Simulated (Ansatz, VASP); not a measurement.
CuI in VASP and in Ansatz

The input INCAR:

```
  ALGO = Normal
  EDIFF = 1E-6
  ENCUT = 520
  ISIF = 2
  ISMEAR = 0
  LASPH = T
  LCHARG = F
  LREAL = F
  LWAVE = F
  NBANDS = 26
  NELM = 80
  PREC = Accurate
  SIGMA = 0.02
```

File KPOINTS:

```
k-points
0
Gamma
  6 6 6
```

POSCAR

```
CuI
1.0
    2.1398250000      1.2354283500      6.4347883872
   -2.1398250000      1.2354283500      6.4347883872
    0.0000000000     -2.4708567000      6.4347883872
Cu I
2 2
Direct
    0.1293000000      0.1293000000      0.1293000000
    0.8707000000      0.8707000000      0.8707000000
    0.0000000000      0.0000000000      0.0000000000
    0.5000000000      0.5000000000      0.5000000000
```

Input for Ansatz:

```yaml
crystal:
  lattice:
    - [2.139825, 1.23542835, 6.434788387218399]
    - [-2.139825, 1.23542835, 6.434788387218399]
    - [0.0, -2.4708567, 6.434788387218399]
  atoms:
    - { symbol: Cu, position: [0.1293, 0.1293, 0.1293] }
    - { symbol: Cu, position: [0.8707, 0.8707, 0.8707] }
    - { symbol: I, position: [0.0, 0.0, 0.0] }
    - { symbol: I, position: [0.5, 0.5, 0.5] }
basis:
  ecutwfc: 450.0
kpoints:
  mp_grid:
    grid: [6, 6, 6]
hamiltonian:
  xc: lda
  pseudopotentials:
    kind: paw
scf:
  occupations:
    method: gaussian
    width: 0.02
output:
  stress: true
```

Alike in both runs: task single point; functional LDA; k mesh 6 × 6 × 6; occupations gaussian, width 0.02 eV; no spin polarisation.

```csv
,VASP,Ansatz
version,VASP 6.6.1,Ansatz 0.2.0
potentials or method,"VASP PAW LDA potentials, release 64 (Cu, I), cutoff 520 eV","plane waves, PAW"
valence electrons in the cell,36,72
```

VASP gave:

| Property | Result |
| --- | --- |
| pressure (GPa) | 1.2 |
| traceless stress, the component that is largest in VASP (GPa) | -0.90 |

Question: What did Ansatz give for the same quantities?

Answer: Pressure (GPa): 1.2; traceless stress, the component that is largest in VASP (GPa): -0.88.

LDA's correlation is that of Perdew and Zunger in VASP and of Perdew and Wang (1992) in Ansatz. VASP's potentials hold 36 valence electrons a cell and Ansatz's 72, so a difference there can come from the potentials and not from the codes. Ansatz's warnings: structure snapped to symmetry.

Neither program's run includes spin-orbit coupling.
